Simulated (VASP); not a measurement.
# Cs2TaGa (P6/mmm) in VASP: a series of runs

Cs2TaGa is run at these levels: PBE; tasks: single point, relaxation of cell and atoms.

All numbers are computed with VASP 6.6.1; they aren't measurements. Logs are shortened: lines on timing, memory, paths and dates and some standing lists are left out, and cuts for length are marked.

### 1 The cell of the first run

It takes space group P6/mmm (No. 191, hexagonal). The conventional cell has a = 6.785 Å, b = 6.785 Å, c = 5.047 Å, α = 90.00°, β = 90.00°, γ = 120.00°. Cs (site symmetry -6m2) has 5 Cs at 3.92 to 5.05 Å and 3 Ga at 3.92 Å and 6 Ta at 4.66 Å within 5.1 Å. Within 3.3 Å of Ta (site symmetry 6/mmm) lie 2 Ga at 2.52 Å. Ga (site symmetry 6/mmm) has 2 Ta at 2.52 Å within 3.3 Å.

The cell was built from a structure type or drawn by symmetry, and may not be a known phase.

### 2 Single point, PBE

INCAR

```
SYSTEM = Cs2TaGa
  PREC = Accurate
  ENCUT = 520
  EDIFF = 1E-6
  ISMEAR = 0
  SIGMA = 0.1
  LREAL = .FALSE.
  LASPH = .TRUE.
  NELM = 100
  ALGO = Normal
  ISIF = 2
  LWAVE = .FALSE.
  LCHARG = .FALSE.
  GGA = PE
  NBANDS = 29
```

KPOINTS

```
Automatic mesh
0
G
  3 3 4
  0 0 0
```

POSCAR

```
Cs2TaGa
1.0
    6.7851105975      0.0000000032      0.0000000000
   -3.3925553015      5.8760781433      0.0000000000
    0.0000000000      0.0000000000      5.0465907777
Cs Ta Ga
2 1 1
Direct
    0.3333333333      0.6666666667      0.0000000000
    0.6666666667      0.3333333333      0.0000000000
    0.0000000000      0.0000000000      0.5000000000
    0.0000000000      0.0000000000      0.0000000000
```

Potentials or basis: VASP PAW PBE potentials, release 64 (Cs_sv, Ta_pv, Ga_d).

Command:

```console
$ cat potpaw_PBE.64/Cs_sv/POTCAR potpaw_PBE.64/Ta_pv/POTCAR potpaw_PBE.64/Ga_d/POTCAR > POTCAR
$ mpirun -np 1 vasp_std > vasp.out
```

OUTCAR:

```text
SYSTEM = Cs2TaGa
   PREC = Accurate
   ENCUT = 520
   EDIFF = 1E-6
   ISMEAR = 0
   LREAL = .FALSE.
   LASPH = .TRUE.
   NELM = 100
   ISIF = 2
   GGA = PE

 ion  position               nearest neighbor table
   1  0.333  0.667  0.000-
   2  0.667  0.333  0.000-
   3  0.000  0.000  0.500-   4 2.52   4 2.52
   4  0.000  0.000  0.000-   3 2.52   3 2.52

  LATTYP: Found a hexagonal cell.
 ALAT       =     6.7851105975
 C/A-ratio  =     0.7437742842

  Lattice vectors:

 A1 = (   6.7851105975,   0.0000000032,   0.0000000000)
 A2 = (  -3.3925553015,   5.8760781433,   0.0000000000)
 A3 = (   0.0000000000,   0.0000000000,   5.0465907777)

Analysis of symmetry for initial positions (statically):
=====================================================================
 Subroutine PRICEL returns:
 Original cell was already a primitive cell.

 Routine SETGRP: Setting up the symmetry group for a
 hexagonal supercell.

 Subroutine GETGRP returns: Found 24 space group operations
 (whereof 24 operations were pure point group operations)
 out of a pool of 24 trial point group operations.

The static configuration has the point symmetry D_6h.

Analysis of symmetry for dynamics (positions and initial velocities):
=====================================================================
 Subroutine PRICEL returns:
 Original cell was already a primitive cell.

 Routine SETGRP: Setting up the symmetry group for a
 hexagonal supercell.

 Subroutine GETGRP returns: Found 24 space group operations
 (whereof 24 operations were pure point group operations)
 out of a pool of 24 trial point group operations.

The dynamic configuration has the point symmetry D_6h.

 Subroutine INISYM returns: Found 24 space group operations
 (whereof 24 operations are pure point group operations),
 and found     1 'primitive' translations

----------------------------------------------------------------------------------------

                                     Primitive cell

  volume of cell :     201.2068

  direct lattice vectors                    reciprocal lattice vectors
[... 62 lines left out ...]
   ions per type =               2   1   1
   NGX,Y,Z   is equivalent  to a cutoff of  12.25, 12.25, 13.18 a.u.
   NGXF,Y,Z  is equivalent  to a cutoff of  24.50, 24.50, 26.35 a.u.
 SYSTEM =  Cs2TaGa
   PREC   = accura    normal or accurate (medium, high low for compatibility)
   ISTART =      0    job   : 0-new  1-cont  2-samecut
   ICHARG =      2    charge: 1-file 2-atom 10-const
   ISPIN  =      1    spin polarized calculation?
   LNONCOLLINEAR =      F non collinear calculations
   LSORBIT =      F    spin-orbit coupling
   LASPH  =      T    aspherical Exc in radial PAW
   ENCUT  =  520.0 eV  38.22 Ry    6.18 a.u.  12.62 12.62  9.38*2*pi/ulx,y,z
   NELM   =    100;   NELMIN=  2; NELMDL= -5     # of ELM steps
   EDIFF  = 0.1E-05   stopping-criterion for ELM
   LREAL  =      F    real-space projection
[... 7 lines left out ...]
   TEBEG  =    0.0;   TEEND  =   0.0 temperature during run
   PSTRESS=    0.0 pullay stress
   NELECT =      42.0000    total number of electrons
   NUPDOWN=      -1.0000    fix difference up-down
   EMIN   =  10.00;   EMAX   =-10.00  energy-range for DOS
   EFERMI =   0.00;   METHOD = LEGACY
   ISMEAR =     0;   SIGMA  =   0.10  broadening in eV -4-tet -1-fermi 0-gaus
   EFERMI_NEDOS =   21; number of points for ismear=-14 and -15
   IALGO  =     38    algorithm
   IMIX   =      4    mixing-type and parameters
     AMIX     =   0.40;   BMIX     =  1.00
     AMIX_MAG =   1.60;   BMIX_MAG =  1.00
  volume/ion in A,a.u.               =      50.30       339.45
  Fermi-wavevector in a.u.,A,eV,Ry     =   0.971129  1.835168 12.831548  0.943092
  Thomas-Fermi vector in A             =   2.101321
   LORBIT       =      0    0 simple, 1 ext, 2 COOP (PROOUT), +10 PAW based schemes
   GGA     = PE    functional components
   LHFCALC =     F    Hartree Fock is set to
   AEXX    =    0.0000 exact exchange contribution
   IVDW    =     0    specifies the selected vdW correction
   LEPSILON=     F    determine dielectric tensor
   LRPA    =     F    only Hartree local field effects (RPA)
 non-spin polarized calculation
 Gauss-broadening in eV      SIGMA  =   0.10
  energy-cutoff  :      520.00
  volume of cell :      201.21
 maximum number of plane-waves:      5467
 NGX is ok and might be reduce to    50
   NGX = 25   NGY = 25   NGZ = 19

 number of electron      42.0000004 magnetization

 Free energy of the ion-electron system (eV)
  ---------------------------------------------------
  ext. energy  EPLUGINS =         0.00000000
  ---------------------------------------------------
  free energy    TOTEN  =       -11.74017021 eV

  energy without entropy =      -11.68568197  energy(sigma->0) =      -11.71292609

 E-fermi :   1.4311     XC(G=0):  -7.4741

 val. band max:        1.3703093600   @ k =   0.3333   0.0000   0.0000
 cond. band min:       1.4610640198   @ k =   0.3333   0.0000   0.2500
 fundamental gap:      0.0907546599
 Fermi energy:         1.4311299951

 k-point     1 :       0.0000    0.0000    0.0000
  band No.  band energies     occupation
      1     -33.8395      2.00000
      2     -33.8395      2.00000
      3     -33.1203      2.00000
      4     -21.5637      2.00000
      5     -21.3891      2.00000
      6     -12.4831      2.00000
[... 277 lines left out ...]
     28       4.4080      0.00000
     29       4.5340      0.00000

------------------------ aborting loop because EDIFF is reached ----------------------------------------

  FORCE on cell =-STRESS in cart. coord.  units (eV):
  Direction    XX          YY          ZZ          XY          YZ          ZX
  --------------------------------------------------------------------------------------
  -------------------------------------------------------------------------------------
  Total        0.4543784      0.4543784      0.1423237      0.0000000     -0.0000000      0.0000000
  in kB        3.6181429      3.6181429      1.1333012      0.0000000     -0.0000000      0.0000000
  external PRESSURE =       2.7898624 kB  Pullay stress =       0.0000000 kB

 VOLUME and BASIS-vectors are now :
 -----------------------------------------------------------------------------
  energy-cutoff  :      520.00
  volume of cell :      201.21
      direct lattice vectors                 reciprocal lattice vectors
     6.785110598  0.000000003  0.000000000     0.147381533  0.085090768  0.000000000
    -3.392555301  5.876078143  0.000000000    -0.000000000  0.170181535  0.000000000
     0.000000000  0.000000000  5.046590778     0.000000000  0.000000000  0.198153574

 POSITION                                       TOTAL-FORCE (eV/Angst)
 -----------------------------------------------------------------------------------
     -0.00000      3.91739      0.00000         0.000000      0.000000     -0.000000
      3.39256      1.95869      0.00000        -0.000000     -0.000000      0.000000
      0.00000      0.00000      2.52330        -0.000000     -0.000000      0.000000
      0.00000      0.00000      0.00000        -0.000000     -0.000000      0.000000
 -----------------------------------------------------------------------------------
    total drift:                                0.000000      0.000000     -0.000000

  FREE ENERGIE OF THE ION-ELECTRON SYSTEM (eV)
  ---------------------------------------------------
  free  energy   TOTEN  =       -11.7401702106 eV

  energy  without entropy=      -11.6856819672  energy(sigma->0) =      -11.71292609
```

OSZICAR:

```text
N       E                     dE             d eps       ncg     rms          rms(c)
DAV:   1     0.338090702854E+03    0.33809E+03   -0.18786E+04   562   0.139E+03
DAV:   2     0.268936950128E+02   -0.31120E+03   -0.30120E+03   618   0.326E+02
DAV:   3    -0.123731215640E+02   -0.39267E+02   -0.38744E+02   624   0.111E+02
DAV:   4    -0.139667059909E+02   -0.15936E+01   -0.15799E+01   724   0.238E+01
DAV:   5    -0.139911276595E+02   -0.24422E-01   -0.24385E-01   629   0.276E+00    0.809E+00
DAV:   6    -0.122003304433E+02    0.17908E+01   -0.12982E+01   686   0.934E+00    0.311E+00
DAV:   7    -0.118690628233E+02    0.33127E+00   -0.30602E+00   676   0.566E+00    0.262E+00
DAV:   8    -0.117392934456E+02    0.12977E+00   -0.48700E-01   585   0.279E+00    0.941E-01
DAV:   9    -0.117388319644E+02    0.46148E-03   -0.38299E-02   676   0.687E-01    0.518E-01
DAV:  10    -0.117400108340E+02   -0.11789E-02   -0.47649E-03   611   0.326E-01    0.124E-01
DAV:  11    -0.117401163732E+02   -0.10554E-03   -0.10742E-03   719   0.101E-01    0.780E-02
DAV:  12    -0.117402130476E+02   -0.96674E-04   -0.56659E-04   646   0.862E-02    0.414E-02
DAV:  13    -0.117401687720E+02    0.44276E-04   -0.97971E-05   669   0.316E-02    0.781E-03
DAV:  14    -0.117401700985E+02   -0.13265E-05   -0.10060E-05   527   0.135E-02    0.432E-03
DAV:  15    -0.117401702106E+02   -0.11215E-06   -0.19224E-06   433   0.615E-03
   1 F= -.11740170E+02 E0= -.11712926E+02  d E =-.544882E-01
```

stdout:

```text
POSCAR found type information on POSCAR CsTaGa
 POSCAR found :  3 types and       4 ions
 scaLAPACK will be used
 LDA part: xc-table for (Slater+PW92), standard interpolation
 POSCAR, INCAR and KPOINTS ok, starting setup
 FFT: planning ... GRIDC
 FFT: planning ... GRID_SOFT
 FFT: planning ... GRID
 WAVECAR not read
 entering main loop
```

Run time: 85 s. Hardware: 1 thread of Intel Xeon Platinum 8375C at 2.90GHz (Ice Lake), shared host; peak memory 0.32 GiB.

What came out:

- Free energy: -11.7402 eV
- Pressure: 0.3 GPa
- Band gap on the k mesh: zero (bands 21 and 22 overlap by 0.27 eV)

Caveat: spin-orbit coupling is left out, which moves the levels of the heavy elements.

### 3 Relaxation of cell and atoms, PBE

This run uses another cell than the first one, of 37.91 Å³/atom.

INCAR

```
PREC = Accurate ; ENCUT = 600
EDIFF = 1E-6 ; ISMEAR = 0
SIGMA = 0.1 ; LREAL = False
LASPH = True ; NELM = 100
ALGO = Fast ; ISIF = 3
LWAVE = False ; LCHARG = False
GGA = PE ; IBRION = 2
NSW = 90 ; EDIFFG = -0.04
```

KPOINTS

```
Automatic mesh
0
Gamma
  3 3 4
```

POSCAR

```
Cs2TaGa
1.0
    6.0664594900      0.0000000000      0.0000000000
   -3.0332297500      5.2537080300      0.0000000000
    0.0000000000      0.0000000000      4.7581473300
Cs Ta Ga
2 1 1
Direct
    0.3333333300      0.6666666700      0.0000000000
    0.6666666700      0.3333333300      0.0000000000
    0.0000000000      0.0000000000      0.5000000000
    0.0000000000      0.0000000000      0.0000000000
```

Potentials or basis: VASP PAW PBE potentials, release 64 (Cs_sv, Ta_pv, Ga_d).

Command:

```console
$ cat potpaw_PBE.64/Cs_sv/POTCAR potpaw_PBE.64/Ta_pv/POTCAR potpaw_PBE.64/Ga_d/POTCAR > POTCAR
$ mpirun -np 1 vasp_std > vasp.out
```

Run time: 11 min. Hardware: 1 thread of Intel Xeon Platinum 8375C at 2.90GHz (Ice Lake), shared host; peak memory 0.36 GiB.

It converged, with:

* Free energy: -11.7420 eV
* Relaxed volume: 51.68 Å³/atom
* Relaxed cell: a = 6.872 Å, b = 6.872 Å, c = 5.055 Å, α = 90.00°, β = 90.00°, γ = 120.00°
* Space group after relaxing (to 0.1 Å): P6/mmm (No. 191)
* Energy gained by relaxing: 226.3 meV/atom
* Ionic steps: 8
* Pressure after relaxing: 0.0 GPa
* Band gap on the k mesh: zero (bands 21 and 22 overlap by 0.25 eV)

The path:
| step | energy change (eV) | largest force (eV/Å) | pressure (GPa) | volume (Å³) |
| --- | --- | --- | --- | --- |
| 1 | 0.0000 | 0.0000 | 7.38 | 151.65 |
| 2 | -0.6555 | 0.0000 | -0.29 | 193.20 |
| 3 | -0.6780 | 0.0000 | 0.66 | 184.59 |
| 4 | -0.8717 | 0.0000 | 0.33 | 196.22 |
| 5 | -0.9001 | 0.0000 | 0.31 | 204.72 |
| 6 | -0.9015 | 0.0000 | 0.31 | 203.30 |
| 7 | -0.9048 | 0.0000 | -0.08 | 207.70 |
| 8 | -0.9050 | 0.0000 | 0.01 | 206.73 |

Final structure:
```
CELL_PARAMETERS angstrom
6.87225 0.00000 0.00000
-3.43612 5.95154 0.00000
0.00000 0.00000 5.05454
ATOMIC_POSITIONS crystal
Cs 0.33333 0.66667 0.00000
Cs 0.66667 0.33333 0.00000
Ta 0.00000 0.00000 0.50000
Ga 0.00000 0.00000 0.00000
```

Levels at points of the mesh, in eV from the Fermi level:
```csv
k point,band 17,band 18,band 19,band 20,band 21,band 22,band 23,band 24,band 25
"(0.00, 0.00, 0.00)",-6.15,-1.37,-0.10,-0.10,0.14,0.14,0.43,0.43,1.31
"(0.00, 0.00, 0.50)",-4.85,-2.85,-1.04,-1.04,-0.49,-0.07,-0.07,1.83,1.83
```

Caveat: the k points lie up to 0.35 Å⁻¹ apart in the final cell; the volume moved by over 15 % at a fixed basis, so the end points are rough; spin-orbit coupling is left out, which moves the levels of the heavy elements.
